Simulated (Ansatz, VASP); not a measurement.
# One calculation of Al3GaAs4, two programs

```xyz
8
Lattice="5.7314 0.0000 0.0000 0.0000 5.7314 0.0000 0.0000 0.0000 5.7314" Properties=species:S:1:pos:R:3 pbc="T T T"
Al    2.8657    2.8657    0.0000
Al    2.8657    0.0000    2.8657
Al    0.0000    2.8657    2.8657
Ga    0.0000    0.0000    0.0000
As    4.2935    4.2935    1.4379
As    4.2935    1.4379    4.2935
As    1.4379    4.2935    4.2935
As    1.4379    1.4379    1.4379
```

Alike in both runs: functional PBE; k mesh 4 × 4 × 4; occupations gaussian, width 0.1 eV; no spin polarisation.

Ansatz relaxed the structure, and its values are those at the end. VASP's run is a single point on that final structure, the one shown.

|  | VASP | Ansatz |
| --- | --- | --- |
| version | VASP 6.6.1 | Ansatz 0.2.0 |
| potentials or method | VASP PAW PBE potentials, release 64 (Al, Ga_d, As), cutoff 520 eV | scalar-relativistic, plane waves, PAW |
| valence electrons in the cell | 42 | 82 |

|  | VASP | Ansatz | Ansatz less VASP |
| --- | --- | --- | --- |
| gap on the k mesh at the Fermi level (eV) | 1.03 | 1.04 | +0.005 |
| least direct gap on the mesh (eV) | 1.17 | 1.17 | 0.000 |
| pressure (GPa) | 0.2 | 0.0 | -0.16 |

VASP's potentials hold 42 valence electrons a cell and Ansatz's 82, so a difference there can come from the potentials and not from the codes.
